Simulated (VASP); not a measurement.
Runs of VASP 6.6.1 on RbHg. The structure is that of space group P6/mmm (No. 191), or close to it. The cells are those of the table. 

```tsv
task	cell	k mesh	cutoff (eV)	gap on the mesh (eV)	pressure (GPa)	relaxed volume (Å³/atom)
relaxation of cell and atoms	relaxed from a = 3.461, b = 3.461, c = 6.508 Å, angles 90.0, 90.0, 120.0°, 2 atoms	6 × 6 × 4	600	none	-0.1	68.09
relaxation of cell and atoms	relaxed from a = 4.631, b = 4.631, c = 7.645 Å, angles 90.0, 90.0, 120.0°, 2 atoms	12 × 12 × 8	600	none	0.0	-
single point	a = 3.461, b = 3.461, c = 6.508 Å, angles 90.0, 90.0, 120.0°, 2 atoms	6 × 6 × 4	520	none	(a)	-
single point	a = 4.631, b = 4.631, c = 7.645 Å, angles 90.0, 90.0, 120.0°, 2 atoms	12 × 12 × 8	520	none	0.0	-
single point	a = 4.486, b = 4.486, c = 7.551 Å, angles 90.0, 90.0, 120.0°, 2 atoms	6 × 6 × 4	520	none	0.0	-
relaxation of cell and atoms	relaxed from a = 4.486, b = 4.486, c = 7.551 Å, angles 90.0, 90.0, 120.0°, 2 atoms	12 × 12 × 8	600	none	0.0	70.58
```

Alike in all rows: level PBE; potentials or basis VASP PAW PBE potentials, release 64 (Rb_sv, Hg); no spin polarisation; smearing gaussian 0.1 eV.

**Question.** Fill in the values left out.

**Answer.** (a) 5.6.

Caveats: spin-orbit coupling is left out, which moves the levels of the heavy elements; the volume moved by over 15 % at a fixed basis, so the end points are rough (some runs); the relaxation stopped at its first step, so nothing moved (some runs).

A k mesh can miss the band edges, and the runs leave out spin-orbit coupling on Hg, Rb.

A gap of «none» marks levels without a gap at the run's occupations.
